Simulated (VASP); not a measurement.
# Sb (a cell with a defect) in VASP: relaxation of the atoms with PBEsol

Aim: the relaxation of the atoms of Sb (a cell with a defect) with PBEsol.

Program: VASP 6.6.1. These are calculated values, not measurements. Logs are shortened: lines on timing, memory, paths and dates and some standing lists are left out, and cuts for length are marked.

## 1. The cell of the first run

The cell holds a defect, 28 atoms: a = 9.250 Å, b = 9.250 Å, c = 9.250 Å, α = 90.00°, β = 90.00°, γ = 90.00°.

## 2. Relaxation of the atoms, PBEsol

The input, INCAR:

```
SYSTEM = Sb
PREC     = Accurate       ! precision mode
ENCUT    = 520            ! plane-wave cutoff, eV
EDIFF    = 1E-7           ! SCF threshold, eV
ISMEAR   = -1             ! smearing method
SIGMA    = 0.15           ! smearing width, eV
LREAL    = Auto         
LASPH    = .True.         ! aspherical terms in the spheres
NELM     = 80             ! most SCF steps
ALGO     = Normal         ! electronic algorithm
ISIF     = 2              ! what is computed and relaxed
LWAVE    = .False.        ! write WAVECAR
LCHARG   = .False.        ! write CHGCAR
GGA      = PS             ! functional
IBRION   = 2              ! ionic algorithm
NSW      = 45             ! ionic steps
EDIFFG   = -0.08          ! ionic threshold
```

The input, KPOINTS:

```
regular mesh
0
Gamma
  1 1 1
  0 0 0
```

The input, POSCAR:

```
Sb
1.0
    9.2500310000      0.0000000000      0.0000000000
    0.0000000000      9.2500310000      0.0000000000
    0.0000000000      0.0000000000      9.2500310000
Sb
28
Direct
    0.0000000000      0.0000000000      0.0000000000
    0.0000000000      0.0000000000      0.3333333000
    0.0000000000      0.0000000000      0.6666667000
    0.0000000000      0.3333333000      0.0000000000
    0.0000000000      0.3333333000      0.3333333000
    0.0000000000      0.3333333000      0.6666667000
    0.0000000000      0.6666667000      0.0000000000
    0.0000000000      0.6666667000      0.3333333000
    0.0000000000      0.6666667000      0.6666667000
    0.3333333000      0.0000000000      0.0000000000
    0.3333333000      0.0000000000      0.3333333000
    0.3333333000      0.0000000000      0.6666667000
    0.3333333000      0.3333333000      0.0000000000
    0.3333333000      0.3333333000      0.3333333000
    0.3333333000      0.3333333000      0.6666667000
    0.3333333000      0.6666667000      0.0000000000
    0.3333333000      0.6666667000      0.3333333000
    0.3333333000      0.6666667000      0.6666667000
    0.6666667000      0.0000000000      0.0000000000
    0.6666667000      0.0000000000      0.3333333000
    0.6666667000      0.0000000000      0.6666667000
    0.6666667000      0.3333333000      0.0000000000
    0.6666667000      0.3333333000      0.3333333000
    0.6666667000      0.3333333000      0.6666667000
    0.6666667000      0.6666667000      0.0000000000
    0.6666667000      0.6666667000      0.3333333000
    0.6666667000      0.6666667000      0.6666667000
    0.1735896000      0.8330344000      0.8266332000
```

Potentials or basis: VASP PAW PBE potentials, release 64 (Sb).

Command:

```console
$ cat potpaw_PBE.64/Sb/POTCAR > POTCAR
$ mpirun -np 1 vasp_gam > vasp.out
```

OUTCAR:

```text
SYSTEM = Sb
   PREC = Accurate
   ENCUT = 520
   EDIFF = 1E-7
   ISMEAR = -1
   LREAL = Auto
   LASPH = .True.
   NELM = 80
   ISIF = 2
   GGA = PS
   IBRION = 2
   NSW = 45
   EDIFFG = -0.08

 ion  position               nearest neighbor table
   1  0.000  0.000  0.000-  28 2.75   3 3.08   4 3.08   7 3.08  10 3.08  19 3.08   2 3.08
   2  0.000  0.000  0.333-   1 3.08   5 3.08   8 3.08  11 3.08  20 3.08   3 3.08
   3  0.000  0.000  0.667-  28 2.67   6 3.08   9 3.08  12 3.08  21 3.08   1 3.08   2 3.08
   4  0.000  0.333  0.000-   1 3.08   5 3.08   6 3.08  13 3.08  22 3.08   7 3.08
   5  0.000  0.333  0.333-   2 3.08   4 3.08  14 3.08  23 3.08   6 3.08   8 3.08
   6  0.000  0.333  0.667-   3 3.08   4 3.08  15 3.08  24 3.08   5 3.08   9 3.08
   7  0.000  0.667  0.000-  28 2.74   8 3.08   9 3.08  16 3.08  25 3.08   1 3.08   4 3.08
   8  0.000  0.667  0.333-   2 3.08   7 3.08  17 3.08  26 3.08   5 3.08   9 3.08
   9  0.000  0.667  0.667-  28 2.67   7 3.08  18 3.08  27 3.08   3 3.08   8 3.08   6 3.08
  10  0.333  0.000  0.000-  28 2.67  11 3.08  12 3.08  13 3.08  16 3.08   1 3.08  19 3.08
  11  0.333  0.000  0.333-   2 3.08  10 3.08  14 3.08  17 3.08  12 3.08  20 3.08
  12  0.333  0.000  0.667-  28 2.60  10 3.08  15 3.08  18 3.08   3 3.08  21 3.08  11 3.08
  13  0.333  0.333  0.000-   4 3.08  10 3.08  14 3.08  15 3.08  16 3.08  22 3.08
  14  0.333  0.333  0.333-   5 3.08  11 3.08  13 3.08  15 3.08  17 3.08  23 3.08
  15  0.333  0.333  0.667-   6 3.08  12 3.08  13 3.08  14 3.08  18 3.08  24 3.08
  16  0.333  0.667  0.000-  28 2.67  10 3.08  17 3.08  18 3.08   7 3.08  25 3.08  13 3.08
  17  0.333  0.667  0.333-   8 3.08  11 3.08  16 3.08  14 3.08  18 3.08  26 3.08
  18  0.333  0.667  0.667-  28 2.60  12 3.08  16 3.08   9 3.08  17 3.08  27 3.08  15 3.08
  19  0.667  0.000  0.000-   1 3.08  20 3.08  21 3.08  22 3.08  25 3.08  10 3.08
  20  0.667  0.000  0.333-   2 3.08  19 3.08  23 3.08  26 3.08  11 3.08  21 3.08
  21  0.667  0.000  0.667-   3 3.08  19 3.08  24 3.08  27 3.08  12 3.08  20 3.08
  22  0.667  0.333  0.000-   4 3.08  19 3.08  23 3.08  24 3.08  13 3.08  25 3.08
  23  0.667  0.333  0.333-   5 3.08  20 3.08  22 3.08  14 3.08  24 3.08  26 3.08
  24  0.667  0.333  0.667-   6 3.08  21 3.08  22 3.08  15 3.08  23 3.08  27 3.08
  25  0.667  0.667  0.000-   7 3.08  19 3.08  26 3.08  27 3.08  16 3.08  22 3.08
  26  0.667  0.667  0.333-   8 3.08  20 3.08  25 3.08  23 3.08  17 3.08  27 3.08
  27  0.667  0.667  0.667-   9 3.08  21 3.08  25 3.08  24 3.08  18 3.08  26 3.08
  28  0.174  0.833  0.827-  18 2.60  12 2.60  16 2.67   9 2.67  10 2.67   3 2.67   7 2.74   1 2.75

  LATTYP: Found a simple cubic cell.
 ALAT       =     9.2500310000

  Lattice vectors:

 A1 = (   9.2500310000,   0.0000000000,   0.0000000000)
 A2 = (   0.0000000000,   9.2500310000,   0.0000000000)
 A3 = (   0.0000000000,   0.0000000000,   9.2500310000)

Analysis of symmetry for initial positions (statically):
=====================================================================
 Subroutine PRICEL returns:
 Original cell was already a primitive cell.

 Routine SETGRP: Setting up the symmetry group for a
 simple cubic supercell.

 Subroutine GETGRP returns: Found  1 space group operations
 (whereof  1 operations were pure point group operations)
 out of a pool of 48 trial point group operations.

The static configuration has the point symmetry C_1 .

Analysis of symmetry for dynamics (positions and initial velocities):
=====================================================================
 Subroutine PRICEL returns:
 Original cell was already a primitive cell.

 Routine SETGRP: Setting up the symmetry group for a
 simple cubic supercell.

 Subroutine GETGRP returns: Found  1 space group operations
 (whereof  1 operations were pure point group operations)
 out of a pool of 48 trial point group operations.

The dynamic configuration has the point symmetry C_1 .

 Subroutine INISYM returns: Found  1 space group operations
 (whereof  1 operations are pure point group operations),
 and found     1 'primitive' translations

----------------------------------------------------------------------------------------

                                     Primitive cell

  volume of cell :     791.4611

  direct lattice vectors                    reciprocal lattice vectors
     9.250031000  0.000000000  0.000000000     0.108107746  0.000000000  0.000000000
     0.000000000  9.250031000  0.000000000     0.000000000  0.108107746  0.000000000
     0.000000000  0.000000000  9.250031000     0.000000000  0.000000000  0.108107746

  length of vectors
     9.250031000  9.250031000  9.250031000     0.108107746  0.108107746  0.108107746

  position of ions in fractional coordinates (direct lattice)
     0.000000000  0.000000000  0.000000000
[... 82 lines left out ...]

 Found      1 irreducible k-points:

 Following reciprocal coordinates:
            Coordinates               Weight
  0.000000  0.000000  0.000000      1.000000
   k-points           NKPTS =      1   k-points in BZ     NKDIM =      1   number of bands    NBANDS=     85
   number of dos      NEDOS =    301   number of ions     NIONS =     28
   total plane-waves  NPLWV = 343000
   dimension x,y,z NGX =    70 NGY =   70 NGZ =   70
   dimension x,y,z NGXF=   140 NGYF=  140 NGZF=  140
   ions per type =              28
   NGX,Y,Z   is equivalent  to a cutoff of  12.58, 12.58, 12.58 a.u.
   NGXF,Y,Z  is equivalent  to a cutoff of  25.16, 25.16, 25.16 a.u.
 SYSTEM =  Sb
   PREC   = accura    normal or accurate (medium, high low for compatibility)
   ISTART =      0    job   : 0-new  1-cont  2-samecut
   ICHARG =      2    charge: 1-file 2-atom 10-const
   ISPIN  =      1    spin polarized calculation?
   LNONCOLLINEAR =      F non collinear calculations
   LSORBIT =      F    spin-orbit coupling
   LASPH  =      T    aspherical Exc in radial PAW
   ENCUT  =  520.0 eV  38.22 Ry    6.18 a.u.  17.20 17.20 17.20*2*pi/ulx,y,z
   NELM   =     80;   NELMIN=  2; NELMDL= -5     # of ELM steps
   EDIFF  = 0.1E-06   stopping-criterion for ELM
   LREAL  =      T    real-space projection
   EDIFFG = -.8E-01   stopping-criterion for IOM
   NSW    =     45    number of steps for IOM
   IBRION =      2    ionic relax: 0-MD 1-quasi-New 2-CG
   NFREE  =      1    steps in history (QN), initial steepest desc. (CG)
   ISIF   =      2    stress and relaxation
   ISYM   =      2    0-nonsym 1-usesym 2-fastsym
   POTIM  = 0.5000    time-step for ionic-motion
   TEBEG  =    0.0;   TEEND  =   0.0 temperature during run
   PSTRESS=    0.0 pullay stress
   NELECT =     140.0000    total number of electrons
   NUPDOWN=      -1.0000    fix difference up-down
   EMIN   =  10.00;   EMAX   =-10.00  energy-range for DOS
   EFERMI =   0.00;   METHOD = LEGACY
   ISMEAR =    -1;   SIGMA  =   0.15  broadening in eV -4-tet -1-fermi 0-gaus
   EFERMI_NEDOS =   21; number of points for ismear=-14 and -15
   IALGO  =     38    algorithm
   IMIX   =      4    mixing-type and parameters
     AMIX     =   0.40;   BMIX     =  1.00
     AMIX_MAG =   1.60;   BMIX_MAG =  1.00
  volume/ion in A,a.u.               =      28.27       190.75
  Fermi-wavevector in a.u.,A,eV,Ry     =   0.918983  1.736627 11.490534  0.844530
  Thomas-Fermi vector in A             =   2.044126
   LORBIT       =      0    0 simple, 1 ext, 2 COOP (PROOUT), +10 PAW based schemes
   GGA     = PS    functional components
   LHFCALC =     F    Hartree Fock is set to
   AEXX    =    0.0000 exact exchange contribution
   IVDW    =     0    specifies the selected vdW correction
   LEPSILON=     F    determine dielectric tensor
   LRPA    =     F    only Hartree local field effects (RPA)
 conjugate gradient relaxation of ions
 non-spin polarized calculation
  energy-cutoff  :      520.00
  volume of cell :      791.46
 maximum number of plane-waves:     10624
 NGX is ok and might be reduce to    70
   NGX = 35   NGY = 35   NGZ = 35

--------------------------------------- Ionic step        1  -------------------------------------------

 number of electron     139.9999998 magnetization

 Free energy of the ion-electron system (eV)
  ---------------------------------------------------
  ext. energy  EPLUGINS =         0.00000000
  ---------------------------------------------------
  free energy    TOTEN  =      -119.38598547 eV

  energy without entropy =     -116.89340742  energy(sigma->0) =     -118.13969645

------------------------ aborting loop because EDIFF is reached ----------------------------------------

  FORCE on cell =-STRESS in cart. coord.  units (eV):
  Direction    XX          YY          ZZ          XY          YZ          ZX
  --------------------------------------------------------------------------------------
  -------------------------------------------------------------------------------------
  Total       11.3362608     11.5406141     11.3480758     -0.0086102      0.0076836     -0.2428923
  in kB       22.9483173     23.3619955     22.9722347     -0.0174300      0.0155540     -0.4916938
  external PRESSURE =      23.0941825 kB  Pullay stress =       0.0000000 kB
[... 167 lines left out ...]
  FREE ENERGIE OF THE ION-ELECTRON SYSTEM (eV)
  ---------------------------------------------------
  free  energy   TOTEN  =      -122.4750371435 eV

  energy  without entropy=     -119.9855631687  energy(sigma->0) =     -121.23030016

[... ionic steps 4 to 17 ...]

--------------------------------------- Ionic step       18  -------------------------------------------

 number of electron     139.9999994 magnetization

------------------------ aborting loop because EDIFF is reached ----------------------------------------
[... 119 lines left out ...]
--------------------------------------- Ionic step       20  -------------------------------------------

 number of electron     139.9999992 magnetization

 Free energy of the ion-electron system (eV)
  ---------------------------------------------------
  ext. energy  EPLUGINS =         0.00000000
  ---------------------------------------------------
  free energy    TOTEN  =      -124.67552685 eV

  energy without entropy =     -123.59544664  energy(sigma->0) =     -124.13548674

 E-fermi :   6.7192     XC(G=0):  -9.9354

 val. band max:        6.1668793081   @ k =   0.0000   0.0000   0.0000
 cond. band min:       6.9001545914   @ k =   0.0000   0.0000   0.0000
 fundamental gap:      0.7332752834
 Fermi energy:         6.7192095566

 k-point     1 :       0.0000    0.0000    0.0000
  band No.  band energies     occupation
      1      -5.5468      2.00000
      2      -4.3732      2.00000
      3      -4.0957      2.00000
      4      -4.0892      2.00000
      5      -4.0699      2.00000
      6      -3.2607      2.00000
[... 74 lines left out ...]
     81       7.5158      0.00983
     82       9.7181      0.00000
 [bands above 82 left out]

------------------------ aborting loop because EDIFF is reached ----------------------------------------

  FORCE on cell =-STRESS in cart. coord.  units (eV):
  Direction    XX          YY          ZZ          XY          YZ          ZX
  --------------------------------------------------------------------------------------
  -------------------------------------------------------------------------------------
  Total       15.4657815     15.8814528     15.4985594     -0.0091865      0.0103288     -0.1162852
  in kB       31.3078243     32.1492796     31.3741776     -0.0185964      0.0209088     -0.2353994
  external PRESSURE =      31.6104271 kB  Pullay stress =       0.0000000 kB
[... 43 lines left out ...]
  FREE ENERGIE OF THE ION-ELECTRON SYSTEM (eV)
  ---------------------------------------------------
  free  energy   TOTEN  =      -124.6755268477 eV

  energy  without entropy=     -123.5954466374  energy(sigma->0) =     -124.13548674

 reached required accuracy - stopping structural energy minimisation
```

Wall time 22 min (1 thread of AMD EPYC 9R45 (Zen 5), shared host); peak memory 0.68 GiB.

What came out:

| Quantity | Value |
| --- | --- |
| Free energy | -124.6755 eV |
| Energy gained by relaxing | 188.9 meV/atom |
| Ionic steps | 20 |
| Pressure after relaxing | 3.2 GPa |
| Largest force after relaxing | 0.067 eV/Å |

Forces on the atoms (eV/Å):
```
Sb  -0.017  0.019  0.016
Sb  -0.016 -0.005 -0.041
Sb   0.023 -0.016 -0.010
Sb  -0.006  0.001  0.005
Sb   0.013 -0.003  0.004
Sb  -0.041  0.004 -0.001
Sb  -0.011 -0.024  0.011
Sb  -0.014  0.004 -0.036
Sb   0.021  0.016 -0.009
Sb   0.010 -0.016 -0.023
Sb  -0.006  0.018  0.019
Sb  -0.001 -0.013  0.002
Sb   0.000  0.004  0.039
Sb   0.053  0.001  0.042
Sb   0.015  0.000 -0.014
Sb   0.009  0.016 -0.020
Sb  -0.001 -0.018  0.014
Sb  -0.005  0.015  0.005
Sb   0.042 -0.006  0.015
Sb  -0.011  0.013  0.009
Sb  -0.020  0.017  0.006
Sb  -0.003 -0.003 -0.011
Sb  -0.020  0.005  0.019
Sb  -0.041  0.000 -0.051
Sb   0.037  0.005  0.013
Sb  -0.017 -0.017  0.016
Sb  -0.014 -0.017  0.003
Sb   0.020 -0.001 -0.020
```

Step by step:
| step | energy change (eV) | largest force (eV/Å) | pressure (GPa) |
| --- | --- | --- | --- |
| 1 | 0.0000 | 4.0887 | 2.31 |
| 2 | -2.7222 | 1.4126 | 0.59 |
| 3 | -3.0891 | 0.9611 | 0.45 |
| 4 | -3.1431 | 0.9623 | 0.50 |
| 5 | -3.1452 | 0.9569 | 0.52 |
| 6 | -3.4141 | 0.5442 | 0.48 |
| 7 | -3.9642 | 0.7980 | 1.18 |
| 8 | -2.8830 | 3.8269 | 5.44 |
| 9 | -4.0354 | 1.1290 | 1.61 |
| 10 | -4.2184 | 1.2091 | 1.89 |
| 11 | -4.6004 | 1.5114 | 2.95 |
| 12 | -3.9488 | 2.0774 | 6.03 |
| 13 | -4.6472 | 1.6221 | 3.40 |
| 14 | -4.8924 | 1.2398 | 3.37 |
| 15 | -5.2128 | 0.7052 | 3.57 |
| 16 | -5.2606 | 0.2531 | 3.46 |
| 17 | -5.2749 | 0.1569 | 3.38 |
| 18 | -5.2749 | 0.1541 | 3.37 |
| 19 | -5.2835 | 0.1039 | 3.30 |
| 20 | -5.2895 | 0.0673 | 3.16 |

Final structure:
```
CELL_PARAMETERS angstrom
9.25003 0.00000 0.00000
0.00000 9.25003 0.00000
0.00000 0.00000 9.25003
ATOMIC_POSITIONS crystal
Sb 0.97995 0.01953 0.02016
Sb 0.98130 0.01765 0.33369
Sb 0.98148 0.02165 0.64658
Sb 0.98204 0.33350 0.01793
Sb 0.97407 0.33316 0.33336
Sb 0.98140 0.33343 0.64994
Sb 0.97985 0.64750 0.02020
Sb 0.98128 0.64860 0.33360
Sb 0.98163 0.64534 0.64644
Sb 0.35348 0.02163 0.01858
Sb 0.34989 0.01763 0.33134
Sb 0.35662 0.02052 0.64340
Sb 0.35002 0.33340 0.01859
Sb 0.36018 0.33324 0.33442
Sb 0.34901 0.33322 0.65091
Sb 0.35359 0.64531 0.01841
Sb 0.34976 0.64885 0.33121
Sb 0.35668 0.64605 0.64333
Sb 0.66638 0.01765 0.01870
Sb 0.66593 0.02660 0.33405
Sb 0.66870 0.01763 0.65004
Sb 0.66661 0.33315 0.02596
Sb 0.66762 0.33343 0.33242
Sb 0.66554 0.33323 0.63982
Sb 0.66643 0.64857 0.01872
Sb 0.66592 0.64022 0.33406
Sb 0.66880 0.64882 0.65016
Sb 0.16946 0.83353 0.83062
```

Levels at points of the mesh, in eV from the Fermi level:
| k point | band 67 | band 68 | band 69 | band 70 | band 71 | band 72 |
| --- | --- | --- | --- | --- | --- | --- |
| (0.00, 0.00, 0.00) | -0.73 | -0.72 | -0.55 | 0.18 | 0.19 | 0.21 |

Caveat: the k points lie up to 0.68 Å⁻¹ apart; the PAW data sets were made with another functional, which shifts forces and pressure a little; spin-orbit coupling is left out, which moves the levels of the heavy elements; the relaxation stopped at a loose force limit of 0.08 eV/Å, so its end isn't a converged minimum.
